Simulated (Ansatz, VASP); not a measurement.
H2Pt: VASP beside Ansatz

```
Pt H
1.0
     2.83960    0.00000    0.00000
    -1.41980    2.45916    0.00000
     0.00000    0.00000    9.88919
Pt H
2 4
Direct
  0.66667 0.33333 0.75000
  0.33333 0.66667 0.25000
  0.33333 0.66667 0.84599
  0.66667 0.33333 0.15401
  0.66667 0.33333 0.34599
  0.33333 0.66667 0.65401
```

Alike in both runs: functional PBE; k mesh 12 × 12 × 4; occupations gaussian, width 0.1 eV; no spin polarisation.

Ansatz relaxed the structure, and its values are those at the end. VASP's run is a single point on that final structure, the one shown.

|  | VASP | Ansatz |
| --- | --- | --- |
| version | VASP 6.6.1 | Ansatz 0.2.0 |
| potentials or method | VASP PAW PBE potentials, release 64 (Pt, H), cutoff 520 eV | scalar-relativistic, plane waves, PAW |
| valence electrons in the cell | 24 | 40 |

```tsv
	VASP	Ansatz	Ansatz less VASP
gap on the k mesh at the Fermi level (eV)	none	none	-
pressure (GPa)	-0.2	0.0	+0.17
```

A gap of «none» marks a metal or a gap that the smearing closes. With one functional, cell and mesh, what is left measures potentials, basis and numerics. VASP's potentials hold 24 valence electrons a cell and Ansatz's 40, so a difference there can come from the potentials and not from the codes.

Spin-orbit coupling is off throughout.
